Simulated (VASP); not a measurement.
# MgIn2N2 (R-3m) in VASP: notebook

The runs below take MgIn2N2 through single point, with PBE, r2SCAN.

All numbers are computed with VASP 6.6.1; they aren't measurements. Logs are shortened: lines on timing, memory, paths and dates and some standing lists are left out, and cuts for length are marked.

### 1 The cell of the first run

Symmetry: R-3m, No. 166, trigonal system. Conventional cell: a = 3.370 Å, b = 3.370 Å, c = 23.535 Å, α = 90.00°, β = 90.00°, γ = 120.00°. Mg (site symmetry -3m) has 6 N at 2.35 Å and 6 In at 3.16 Å within 3.2 Å. Within 3.0 Å of In (site symmetry 3m) lie 3 N at 2.27 Å and 1 In at 2.86 Å. Within 3.0 Å of N (site symmetry 3m) lie 3 In at 2.27 Å and 3 Mg at 2.35 Å.

### 2 Single point, PBE (15.43 Å³/atom)

Contents of INCAR:

```
SYSTEM = MgIn2N2
ALGO = Normal ; EDIFF = 1E-7
ENCUT = 520 ; GGA = PE
ISIF = 2 ; ISMEAR = 0
LASPH = .TRUE. ; LCHARG = .FALSE.
LREAL = .FALSE. ; LWAVE = .FALSE.
NBANDS = 27 ; NELM = 100
PREC = Accurate ; SIGMA = 0.01
```

Contents of KPOINTS:

```
k-points
0
G
  8 8 8
  0 0 0
```

Contents of POSCAR:

```
MgIn2N2
1.0
    1.6849953233      0.9728325035      7.8450240155
   -1.6849953233      0.9728325035      7.8450240155
    0.0000000000     -1.9456650069      7.8450240155
Mg In N
1 2 2
Direct
    0.0000000000      0.0000000000      0.0000000000
    0.4391377727      0.4391377727      0.4391377727
    0.5608622273      0.5608622273      0.5608622273
    0.2770880383      0.2770880383      0.2770880383
    0.7229119617      0.7229119617      0.7229119617
```

Potentials or basis: VASP PAW PBE potentials, release 64 (Mg, In_d, N).

Run with:

```console
$ cat potpaw_PBE.64/Mg/POTCAR potpaw_PBE.64/In_d/POTCAR potpaw_PBE.64/N/POTCAR > POTCAR
$ mpirun -np 1 vasp_std > vasp.out
```

OUTCAR:

```text
SYSTEM = MgIn2N2
   EDIFF = 1E-7
   ENCUT = 520
   GGA = PE
   ISIF = 2
   ISMEAR = 0
   LASPH = .TRUE.
   LREAL = .FALSE.
   NELM = 100
   PREC = Accurate

 ion  position               nearest neighbor table
   1  0.000  0.000  0.000-   5 2.35   4 2.35   5 2.35   5 2.35   4 2.35   4 2.35   2 3.16   3 3.16
                             2 3.16   3 3.16   2 3.16   3 3.16
   2  0.439  0.439  0.439-   5 2.27   5 2.27   5 2.27   3 2.86   1 3.16   1 3.16   1 3.16
   3  0.561  0.561  0.561-   4 2.27   4 2.27   4 2.27   2 2.86   1 3.16   1 3.16   1 3.16
   4  0.277  0.277  0.277-   3 2.27   3 2.27   3 2.27   1 2.35   1 2.35   1 2.35
   5  0.723  0.723  0.723-   2 2.27   2 2.27   2 2.27   1 2.35   1 2.35   1 2.35

  LATTYP: Found a trigonal (rhomboedric) cell.
 ALAT       =     8.0826984432
 COS(alpha) =     0.9130810156

  Lattice vectors:

 A1 = (   1.6849953233,   0.9728325035,   7.8450240155)
 A2 = (  -1.6849953233,   0.9728325035,   7.8450240155)
 A3 = (   0.0000000000,  -1.9456650069,   7.8450240155)

Analysis of symmetry for initial positions (statically):
=====================================================================
 Subroutine PRICEL returns:
 Original cell was already a primitive cell.

 Routine SETGRP: Setting up the symmetry group for a
 trigonal (rhombohedral) supercell.

 Subroutine GETGRP returns: Found 12 space group operations
 (whereof 12 operations were pure point group operations)
 out of a pool of 12 trial point group operations.

The static configuration has the point symmetry D_3d.

Analysis of symmetry for dynamics (positions and initial velocities):
=====================================================================
 Subroutine PRICEL returns:
 Original cell was already a primitive cell.

 Routine SETGRP: Setting up the symmetry group for a
 trigonal (rhombohedral) supercell.

 Subroutine GETGRP returns: Found 12 space group operations
 (whereof 12 operations were pure point group operations)
 out of a pool of 12 trial point group operations.

The dynamic configuration has the point symmetry D_3d.

 Subroutine INISYM returns: Found 12 space group operations
 (whereof 12 operations are pure point group operations),
 and found     1 'primitive' translations

----------------------------------------------------------------------------------------

                                     Primitive cell

  volume of cell :      77.1582

  direct lattice vectors                    reciprocal lattice vectors
     1.684995323  0.972832503  7.845024015     0.296736729  0.171321030  0.042489779
    -1.684995323  0.972832503  7.845024015    -0.296736729  0.171321030  0.042489779
     0.000000000 -1.945665007  7.845024015     0.000000000 -0.342642060  0.042489779

  length of vectors
     8.082698443  8.082698443  8.082698443     0.345266510  0.345266510  0.345266510

  position of ions in fractional coordinates (direct lattice)
     0.000000000  0.000000000  0.000000000
     0.439137773  0.439137773  0.439137773
     0.560862227  0.560862227  0.560862227
     0.277088038  0.277088038  0.277088038
     0.722911962  0.722911962  0.722911962

  ion indices of the primitive-cell ions
   primitive index   ion index
                 1           1
                 2           2
                 3           3
                 4           4
                 5           5

----------------------------------------------------------------------------------------

 KPOINTS: k-points

Automatic generation of k-mesh.
 Grid dimensions read from file:
 generate k-points for:    8    8    8

 Generating k-lattice:

  Cartesian coordinates                     Fractional coordinates (reciprocal lattice)
     0.037092091  0.021415129  0.005311222     0.125000000  0.000000000  0.000000000
    -0.037092091  0.021415129  0.005311222     0.000000000  0.125000000  0.000000000
     0.000000000 -0.042830258  0.005311222     0.000000000  0.000000000  0.125000000

  Length of vectors
     0.043158314  0.043158314  0.043158314

  Shift w.r.t. Gamma in fractional coordinates (k-lattice)
     0.000000000  0.000000000  0.000000000

 Subroutine IBZKPT returns following result:
 ===========================================

 Found     65 irreducible k-points:

 Following reciprocal coordinates:
            Coordinates               Weight
  0.000000  0.000000  0.000000      1.000000
  0.125000 -0.000000  0.000000      6.000000
  0.250000 -0.000000  0.000000      6.000000
  0.375000 -0.000000 -0.000000      6.000000
  0.500000 -0.000000  0.000000      3.000000
  0.125000  0.125000  0.000000      6.000000
[... 16 lines left out ...]
  0.250000  0.125000  0.125000      6.000000
  0.375000  0.125000  0.125000      6.000000
 [... further k-points ...]
   k-points           NKPTS =     65   k-points in BZ     NKDIM =     65   number of bands    NBANDS=     27
   number of dos      NEDOS =    301   number of ions     NIONS =      5
   total plane-waves  NPLWV = 216000
   dimension x,y,z NGX =    60 NGY =   60 NGZ =   60
   dimension x,y,z NGXF=   120 NGYF=  120 NGZF=  120
   ions per type =               1   2   2
   NGX,Y,Z   is equivalent  to a cutoff of  12.34, 12.34, 12.34 a.u.
   NGXF,Y,Z  is equivalent  to a cutoff of  24.68, 24.68, 24.68 a.u.
 SYSTEM =  MgIn2N2
   PREC   = accura    normal or accurate (medium, high low for compatibility)
   ISTART =      0    job   : 0-new  1-cont  2-samecut
   ICHARG =      2    charge: 1-file 2-atom 10-const
   ISPIN  =      1    spin polarized calculation?
   LNONCOLLINEAR =      F non collinear calculations
   LSORBIT =      F    spin-orbit coupling
   LASPH  =      T    aspherical Exc in radial PAW
   ENCUT  =  520.0 eV  38.22 Ry    6.18 a.u.  15.03 15.03 15.03*2*pi/ulx,y,z
   NELM   =    100;   NELMIN=  2; NELMDL= -5     # of ELM steps
   EDIFF  = 0.1E-06   stopping-criterion for ELM
   LREAL  =      F    real-space projection
   EDIFFG = 0.1E-05   stopping-criterion for IOM
   NSW    =      0    number of steps for IOM
   IBRION =     -1    ionic relax: 0-MD 1-quasi-New 2-CG
   NFREE  =      0    steps in history (QN), initial steepest desc. (CG)
   ISIF   =      2    stress and relaxation
   ISYM   =      2    0-nonsym 1-usesym 2-fastsym
   POTIM  = 0.5000    time-step for ionic-motion
   TEBEG  =    0.0;   TEEND  =   0.0 temperature during run
   PSTRESS=    0.0 pullay stress
   NELECT =      38.0000    total number of electrons
   NUPDOWN=      -1.0000    fix difference up-down
   EMIN   =  10.00;   EMAX   =-10.00  energy-range for DOS
   EFERMI =   0.00;   METHOD = LEGACY
   ISMEAR =     0;   SIGMA  =   0.01  broadening in eV -4-tet -1-fermi 0-gaus
   EFERMI_NEDOS =   21; number of points for ismear=-14 and -15
   IALGO  =     38    algorithm
   IMIX   =      4    mixing-type and parameters
     AMIX     =   0.40;   BMIX     =  1.00
     AMIX_MAG =   1.60;   BMIX_MAG =  1.00
  volume/ion in A,a.u.               =      15.43       104.14
  Fermi-wavevector in a.u.,A,eV,Ry     =   1.292832  2.443097 22.740959  1.671413
  Thomas-Fermi vector in A             =   2.424515
   LORBIT       =      0    0 simple, 1 ext, 2 COOP (PROOUT), +10 PAW based schemes
   GGA     = PE    functional components
   LHFCALC =     F    Hartree Fock is set to
   AEXX    =    0.0000 exact exchange contribution
   IVDW    =     0    specifies the selected vdW correction
   LEPSILON=     F    determine dielectric tensor
   LRPA    =     F    only Hartree local field effects (RPA)
 non-spin polarized calculation
 Gauss-broadening in eV      SIGMA  =   0.01
  energy-cutoff  :      520.00
  volume of cell :       77.16
 maximum number of plane-waves:      2105
   NGX = 31   NGY = 31   NGZ = 31

 number of electron      38.0000002 magnetization

 Free energy of the ion-electron system (eV)
  ---------------------------------------------------
  ext. energy  EPLUGINS =         0.00000000
  ---------------------------------------------------
  free energy    TOTEN  =       -24.10429360 eV

  energy without entropy =      -24.10425001  energy(sigma->0) =      -24.10427180

 E-fermi :   6.2887     XC(G=0): -10.6474

 val. band max:        6.2812441707   @ k =   0.5000   0.5000   0.3750
 cond. band min:       6.8900205912   @ k =   0.3750   0.3750   0.3750
 fundamental gap:      0.6087764205
 Fermi energy:         6.2886832491

 k-point     1 :       0.0000    0.0000    0.0000
  band No.  band energies     occupation
      1      -8.1164      2.00000
      2      -7.7658      2.00000
      3      -7.6575      2.00000
      4      -7.5349      2.00000
      5      -7.5349      2.00000
      6      -7.5157      2.00000
[... 19 lines left out ...]
     26      16.5995      0.00000
     27      16.5995      0.00000

 k-point     2 :       0.1250   -0.0000    0.0000
  band No.  band energies     occupation
      1      -8.1760      2.00000
      2      -7.9231      2.00000
      3      -7.6893      2.00000
      4      -7.4919      2.00000
      5      -7.4804      2.00000
      6      -7.4617      2.00000
[... 19 lines left out ...]
     26      15.3311      0.00000
     27      16.7755      0.00000

 k-point     3 :       0.2500   -0.0000    0.0000
  band No.  band energies     occupation
      1      -8.2985      2.00000
      2      -8.1481      2.00000
      3      -7.6571      2.00000
      4      -7.5011      2.00000
      5      -7.4493      2.00000
      6      -7.4183      2.00000
[... 19 lines left out ...]
     26      14.7405      0.00000
     27      15.1835      0.00000

 k-point     4 :       0.3750   -0.0000   -0.0000
  band No.  band energies     occupation
      1      -8.3924      2.00000
      2      -8.3212      2.00000
      3      -7.6216      2.00000
      4      -7.5575      2.00000
      5      -7.4613      2.00000
      6      -7.4363      2.00000
[... 19 lines left out ...]
     26      14.4734      0.00000
     27      15.3428      0.00000
[... 516 lines left out ...]
      4      -7.5349      2.00000
      5      -7.5349      2.00000
      6      -7.5158      2.00000
[... 19 lines left out ...]
     26      16.5349      0.00000
     27      16.5349      0.00000

 k-point    23 :       0.2500    0.1250    0.1250
  band No.  band energies     occupation
      1      -8.1704      2.00000
      2      -7.9373      2.00000
      3      -7.6790      2.00000
      4      -7.4917      2.00000
      5      -7.4808      2.00000
      6      -7.4664      2.00000
[... 19 lines left out ...]
     26      15.3181      0.00000
     27      16.7526      0.00000

 k-point    24 :       0.3750    0.1250    0.1250
  band No.  band energies     occupation
      1      -8.2898      2.00000
      2      -8.1587      2.00000
      3      -7.6556      2.00000
      4      -7.5006      2.00000
      5      -7.4494      2.00000
      6      -7.4206      2.00000
[... 19 lines left out ...]
     26      14.8789      0.00000
     27      15.2217      0.00000

 [... further k-points ...]

------------------------ aborting loop because EDIFF is reached ----------------------------------------

  FORCE on cell =-STRESS in cart. coord.  units (eV):
  Direction    XX          YY          ZZ          XY          YZ          ZX
  --------------------------------------------------------------------------------------
  -------------------------------------------------------------------------------------
  Total       -1.4863732     -1.4863732     -1.5168492      0.0000000     -0.0000000      0.0000000
  in kB      -30.8642793    -30.8642793    -31.4971092      0.0000000     -0.0000000      0.0000000
  external PRESSURE =     -31.0752226 kB  Pullay stress =       0.0000000 kB

 VOLUME and BASIS-vectors are now :
 -----------------------------------------------------------------------------
  energy-cutoff  :      520.00
  volume of cell :       77.16
      direct lattice vectors                 reciprocal lattice vectors
     1.684995323  0.972832503  7.845024015     0.296736729  0.171321030  0.042489779
    -1.684995323  0.972832503  7.845024015    -0.296736729  0.171321030  0.042489779
     0.000000000 -1.945665007  7.845024015     0.000000000 -0.342642060  0.042489779

 POSITION                                       TOTAL-FORCE (eV/Angst)
 -----------------------------------------------------------------------------------
      0.00000      0.00000      0.00000         0.000000      0.000000      0.000000
      0.00000      0.00000     10.33514         0.000000     -0.000000     -0.169308
      0.00000      0.00000     13.19993         0.000000      0.000000      0.169308
      0.00000      0.00000      6.52129         0.000000     -0.000000     -0.089134
      0.00000      0.00000     17.01379         0.000000      0.000000      0.089134
 -----------------------------------------------------------------------------------
    total drift:                               -0.000000     -0.000000      0.000000

  FREE ENERGIE OF THE ION-ELECTRON SYSTEM (eV)
  ---------------------------------------------------
  free  energy   TOTEN  =       -24.1042936027 eV

  energy  without entropy=      -24.1042500073  energy(sigma->0) =      -24.10427180
```

It took 11 min on 1 thread of Intel Xeon Platinum 8259CL at 2.50GHz (Skylake/Cascade Lake), shared host; peak memory 0.55 GiB.

What came out:

- Free energy: -24.1043 eV
- Pressure: -3.1 GPa
- Largest force: 0.169 eV/Å
- Band gap on the k mesh: zero (filled and empty bands touch)

Forces in eV/Å, atoms in the order of the input:
```
Mg   0.000  0.000  0.000
In   0.000  0.000 -0.169
In   0.000  0.000  0.169
N    0.000  0.000 -0.089
N    0.000  0.000  0.089
```

Caveat: the cell stands under tension; spin-orbit coupling is left out, which moves the levels of the heavy elements.

(Continued in part 2 of 3.)
